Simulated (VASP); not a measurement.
# SiNi (Pmmn) in VASP: single point with LDA

Aim: the single point of SiNi with LDA.

Everything below comes from runs of VASP 6.6.1. Logs are shortened: lines on timing, memory, paths and dates and some standing lists are left out, and cuts for length are marked.

## Step 1: The cell of the first run

Symmetry: Pmmn, No. 59, orthorhombic system. The conventional cell has a = 3.047 Å, b = 3.295 Å, c = 4.729 Å, α = 90.00°, β = 90.00°, γ = 90.00°. Within 3.1 Å of Si (site symmetry mm2) lie 6 Ni at 2.36 to 2.41 Å and 6 Si at 2.69 to 3.05 Å. Ni (site symmetry mm2) has 6 Si at 2.36 to 2.41 Å and 6 Ni at 2.68 to 3.05 Å within 3.1 Å.

## Step 2: Single point, LDA, collinear spin, ferromagnetic start (volume scaled by 1.02)

INCAR

```
ALGO = Normal
EDIFF = 1E-7
ENCUT = 520
ISIF = 2
ISMEAR = -1
ISPIN = 2
LASPH = T
LCHARG = T
LELF = T
LMAXMIX = 4
LORBIT = 11
LREAL = F
LVHAR = T
LWAVE = F
MAGMOM = 0 0 1.5 1.5
NBANDS = 26
NELM = 150
PREC = Accurate
SIGMA = 0.05
```

KPOINTS

```
k-points
0
Gamma
  11 10 7
```

POSCAR

```
SiNi
1.0
    3.0466644252      0.0000000000      0.0000000000
    0.0000000000      3.2951794398      0.0000000000
    0.0000000000      0.0000000000      4.7288719001
Si Ni
2 2
Direct
    0.5000000000      0.5000000000      0.8423000000
    0.0000000000      0.0000000000      0.1577000000
    0.5000000000      0.5000000000      0.3442200000
    0.0000000000      0.0000000000      0.6557800000
```

Potentials or basis: VASP PAW LDA potentials, release 64 (Si, Ni).

The run is started by

```bash
$ cat potpaw_LDA.64/Si/POTCAR potpaw_LDA.64/Ni/POTCAR > POTCAR
$ mpirun -np 1 vasp_std > vasp.out
```

OUTCAR:

```text
EDIFF = 1E-7
   ENCUT = 520
   ISIF = 2
   ISMEAR = -1
   ISPIN = 2
   LASPH = T
   LORBIT = 11
   LREAL = F
   NELM = 150
   PREC = Accurate

 ion  position               nearest neighbor table
   1  0.500  0.500  0.842-   3 2.36   3 2.37   4 2.41   4 2.41   4 2.41   4 2.41   2 2.69   2 2.69
                             2 2.69   2 2.69
   2  0.000  0.000  0.158-   4 2.36   4 2.37   3 2.41   3 2.41   3 2.41   3 2.41   1 2.69   1 2.69
                             1 2.69   1 2.69
   3  0.500  0.500  0.344-   1 2.36   1 2.37   2 2.41   2 2.41   2 2.41   2 2.41   4 2.68   4 2.68
                             4 2.68   4 2.68
   4  0.000  0.000  0.656-   2 2.36   2 2.37   1 2.41   1 2.41   1 2.41   1 2.41   3 2.68   3 2.68
                             3 2.68   3 2.68

  LATTYP: Found a simple orthorhombic cell.
 ALAT       =     3.0466644252
 B/A-ratio  =     1.0815695396
 C/A-ratio  =     1.5521472798

  Lattice vectors:

 A1 = (   3.0466644252,   0.0000000000,   0.0000000000)
 A2 = (   0.0000000000,   3.2951794398,   0.0000000000)
 A3 = (   0.0000000000,   0.0000000000,   4.7288719001)

Analysis of symmetry for initial positions (statically):
=====================================================================
 Subroutine PRICEL returns:
 Original cell was already a primitive cell.

 Routine SETGRP: Setting up the symmetry group for a
 simple orthorhombic supercell.

 Subroutine GETGRP returns: Found  8 space group operations
 (whereof  4 operations were pure point group operations)
 out of a pool of  8 trial point group operations.

The static configuration has the point symmetry C_2v.
 The point group associated with its full space group is D_2h.

Analysis of symmetry for dynamics (positions and initial velocities):
=====================================================================
 Subroutine PRICEL returns:
 Original cell was already a primitive cell.

 Routine SETGRP: Setting up the symmetry group for a
 simple orthorhombic supercell.

 Subroutine GETGRP returns: Found  8 space group operations
 (whereof  4 operations were pure point group operations)
 out of a pool of  8 trial point group operations.

The dynamic configuration has the point symmetry C_2v.
 The point group associated with its full space group is D_2h.

Analysis of structural, dynamic, and magnetic symmetry:
=====================================================================
 Subroutine PRICEL returns:
 Original cell was already a primitive cell.

 Routine SETGRP: Setting up the symmetry group for a
 simple orthorhombic supercell.

 Subroutine GETGRP returns: Found  8 space group operations
 (whereof  4 operations were pure point group operations)
 out of a pool of  8 trial point group operations.

The overall configuration has the point symmetry C_2v.
 The point group associated with its full space group is D_2h.

 Subroutine INISYM returns: Found  8 space group operations
 (whereof  4 operations are pure point group operations),
 and found     1 'primitive' translations

----------------------------------------------------------------------------------------

                                     Primitive cell

  volume of cell :      47.4746

  direct lattice vectors                    reciprocal lattice vectors
     3.046664425  0.000000000  0.000000000     0.328227813  0.000000000  0.000000000
     0.000000000  3.295179440  0.000000000     0.000000000  0.303473610  0.000000000
     0.000000000  0.000000000  4.728871900     0.000000000  0.000000000  0.211466925

  length of vectors
     3.046664425  3.295179440  4.728871900     0.328227813  0.303473610  0.211466925

  position of ions in fractional coordinates (direct lattice)
     0.500000000  0.500000000  0.842300000
     0.000000000  0.000000000  0.157700000
     0.500000000  0.500000000  0.344220000
     0.000000000  0.000000000  0.655780000

  ion indices of the primitive-cell ions
   primitive index   ion index
                 1           1
                 2           2
                 3           3
                 4           4

----------------------------------------------------------------------------------------

 KPOINTS: k-points

Automatic generation of k-mesh.
 Grid dimensions read from file:
 generate k-points for:   11   10    7

 Generating k-lattice:

  Cartesian coordinates                     Fractional coordinates (reciprocal lattice)
     0.029838892  0.000000000  0.000000000     0.090909091  0.000000000  0.000000000
     0.000000000  0.030347361  0.000000000     0.000000000  0.100000000  0.000000000
     0.000000000  0.000000000  0.030209561     0.000000000  0.000000000  0.142857143

  Length of vectors
     0.029838892  0.030347361  0.030209561

  Shift w.r.t. Gamma in fractional coordinates (k-lattice)
     0.000000000  0.000000000  0.000000000

 Subroutine IBZKPT returns following result:
 ===========================================

 Found    144 irreducible k-points:

 Following reciprocal coordinates:
            Coordinates               Weight
  0.000000  0.000000  0.000000      1.000000
  0.090909  0.000000  0.000000      2.000000
  0.181818  0.000000  0.000000      2.000000
  0.272727  0.000000  0.000000      2.000000
  0.363636  0.000000  0.000000      2.000000
  0.454545  0.000000  0.000000      2.000000
[... 16 lines left out ...]
  0.363636  0.300000  0.000000      4.000000
  0.454545  0.300000  0.000000      4.000000
 [... further k-points ...]
   k-points           NKPTS =    144   k-points in BZ     NKDIM =    144   number of bands    NBANDS=     26
   number of dos      NEDOS =    301   number of ions     NIONS =      4
   total plane-waves  NPLWV =  24192
   dimension x,y,z NGX =    24 NGY =   28 NGZ =   36
   dimension x,y,z NGXF=    48 NGYF=   56 NGZF=   72
   ions per type =               2   2
   NGX,Y,Z   is equivalent  to a cutoff of  13.10, 14.13, 12.66 a.u.
   NGXF,Y,Z  is equivalent  to a cutoff of  26.19, 28.25, 25.31 a.u.
 SYSTEM =  unknown system
   PREC   = accura    normal or accurate (medium, high low for compatibility)
   ISTART =      0    job   : 0-new  1-cont  2-samecut
   ICHARG =      2    charge: 1-file 2-atom 10-const
   ISPIN  =      2    spin polarized calculation?
   LNONCOLLINEAR =      F non collinear calculations
   LSORBIT =      F    spin-orbit coupling
   LASPH  =      T    aspherical Exc in radial PAW
   ENCUT  =  520.0 eV  38.22 Ry    6.18 a.u.   5.66  6.13  8.79*2*pi/ulx,y,z
   NELM   =    150;   NELMIN=  2; NELMDL= -5     # of ELM steps
   EDIFF  = 0.1E-06   stopping-criterion for ELM
   LREAL  =      F    real-space projection
   EDIFFG = 0.1E-05   stopping-criterion for IOM
   NSW    =      0    number of steps for IOM
   IBRION =     -1    ionic relax: 0-MD 1-quasi-New 2-CG
   NFREE  =      0    steps in history (QN), initial steepest desc. (CG)
   ISIF   =      2    stress and relaxation
   ISYM   =      2    0-nonsym 1-usesym 2-fastsym
   POTIM  = 0.5000    time-step for ionic-motion
   TEBEG  =    0.0;   TEEND  =   0.0 temperature during run
   PSTRESS=    0.0 pullay stress
   NELECT =      28.0000    total number of electrons
   NUPDOWN=      -1.0000    fix difference up-down
   EMIN   =  10.00;   EMAX   =-10.00  energy-range for DOS
   EFERMI =   0.00;   METHOD = LEGACY
   ISMEAR =    -1;   SIGMA  =   0.05  broadening in eV -4-tet -1-fermi 0-gaus
   EFERMI_NEDOS =   21; number of points for ismear=-14 and -15
   IALGO  =     38    algorithm
   IMIX   =      4    mixing-type and parameters
     AMIX     =   0.40;   BMIX     =  1.00
     AMIX_MAG =   1.60;   BMIX_MAG =  1.00
  volume/ion in A,a.u.               =      11.87        80.09
  Fermi-wavevector in a.u.,A,eV,Ry     =   1.372905  2.594414 25.645181  1.884868
  Thomas-Fermi vector in A             =   2.498470
   LORBIT       =     11    0 simple, 1 ext, 2 COOP (PROOUT), +10 PAW based schemes
   GGA     = CA    functional components
   LHFCALC =     F    Hartree Fock is set to
   AEXX    =    0.0000 exact exchange contribution
   IVDW    =     0    specifies the selected vdW correction
   LEPSILON=     F    determine dielectric tensor
   LRPA    =     F    only Hartree local field effects (RPA)
 spin polarized calculation
  energy-cutoff  :      520.00
  volume of cell :       47.47
 maximum number of plane-waves:      1300
 NGX is ok and might be reduce to    24
   NGX = 11   NGY = 13   NGZ = 17

 number of electron      27.9999997 magnetization      -0.0001784

 number of electron      27.9999997 magnetization       0.0000249

 Free energy of the ion-electron system (eV)
  ---------------------------------------------------
  ext. energy  EPLUGINS =         0.00000000
  ---------------------------------------------------
  free energy    TOTEN  =       -27.17431223 eV

  energy without entropy =      -27.16277909  energy(sigma->0) =      -27.16854566

 E-fermi :  10.7827     XC(G=0): -12.5572

 val. band max:       10.7803402802   @ k =   0.1818   0.1000   0.2857
 cond. band min:      10.7937038651   @ k =   0.2727   0.1000   0.4286
 fundamental gap:      0.0133635848
 Fermi energy:        10.7826634989

 spin component 1

 k-point     1 :       0.0000    0.0000    0.0000
  band No.  band energies     occupation
      1      -2.7614      1.00000
      2       2.8679      1.00000
      3       4.5420      1.00000
      4       6.8279      1.00000
      5       7.3642      1.00000
      6       7.8978      1.00000
[... 685 lines left out ...]
     25      26.3909      0.00000
     26      27.0080      0.00000

 [... further k-points ...]

 spin component 2

 k-point     1 :       0.0000    0.0000    0.0000
  band No.  band energies     occupation
      1      -2.7614      1.00000
      2       2.8679      1.00000
      3       4.5420      1.00000
      4       6.8279      1.00000
      5       7.3642      1.00000
      6       7.8978      1.00000
[... 685 lines left out ...]
     25      26.3909      0.00000
     26      27.0080      0.00000

 [... further k-points ...]
[... 5 lines left out ...]
  --------------------------------------------------------------------------------------
  -------------------------------------------------------------------------------------
  Total       -3.3732902     -3.6821322     -4.2233048      0.0000000      0.0000000      0.0000000
  in kB     -113.8421373   -124.2649713   -142.5285184      0.0000000      0.0000000      0.0000000
  external PRESSURE =    -126.8785424 kB  Pullay stress =       0.0000000 kB

 VOLUME and BASIS-vectors are now :
 -----------------------------------------------------------------------------
  energy-cutoff  :      520.00
  volume of cell :       47.47
      direct lattice vectors                 reciprocal lattice vectors
     3.046664425  0.000000000  0.000000000     0.328227813  0.000000000  0.000000000
     0.000000000  3.295179440  0.000000000     0.000000000  0.303473610  0.000000000
     0.000000000  0.000000000  4.728871900     0.000000000  0.000000000  0.211466925

 POSITION                                       TOTAL-FORCE (eV/Angst)
 -----------------------------------------------------------------------------------
      1.52333      1.64759      3.98313         0.000000      0.000000     -0.206691
      0.00000      0.00000      0.74574         0.000000      0.000000      0.206691
      1.52333      1.64759      1.62777         0.000000      0.000000     -0.207969
      0.00000      0.00000      3.10110         0.000000      0.000000      0.207969
 -----------------------------------------------------------------------------------
    total drift:                                0.000000      0.000000     -0.000000

  FREE ENERGIE OF THE ION-ELECTRON SYSTEM (eV)
  ---------------------------------------------------
  free  energy   TOTEN  =       -27.1743122277 eV

  energy  without entropy=      -27.1627790881  energy(sigma->0) =      -27.16854566

 total charge

# of ion       s       p       d       tot
------------------------------------------
    1        0.758   0.843   0.000   1.601
    2        0.758   0.843   0.000   1.601
    3        0.469   0.577   8.469   9.516
    4        0.469   0.577   8.469   9.516
--------------------------------------------------
tot          2.454   2.840  16.938  22.232

 magnetization (x)

# of ion       s       p       d       tot
------------------------------------------
    1        0.000   0.000   0.000   0.000
    2        0.000   0.000   0.000   0.000
    3        0.000   0.000  -0.000  -0.000
    4        0.000   0.000  -0.000  -0.000
--------------------------------------------------
tot          0.000   0.000  -0.000  -0.000
```

It took 4.2 min on 1 thread of Oxide Virtual Turin-like, shared host; peak memory 0.3 GiB.

Results:

| Quantity | Value |
| --- | --- |
| Free energy | -27.1743 eV |
| Pressure | -12.7 GPa |
| Largest force | 0.208 eV/Å |
| Band gap on the k mesh | zero (filled and empty bands overlap) |
| Net moment | 0.00 μB per cell |
| Valence electrons inside the program's atomic spheres | Si 1.60; Ni 9.52 |

Forces in eV/Å, atoms in the order of the input:
```
Si   0.000  0.000 -0.207
Si   0.000  0.000  0.207
Ni   0.000  0.000 -0.208
Ni   0.000  0.000  0.208
```

Stress tensor (GPa, compression positive):
```
-11.38   0.00   0.00
  0.00 -12.43   0.00
  0.00   0.00 -14.25
```

Caveat: the starting moments collapsed, and a magnetic state may lie lower.
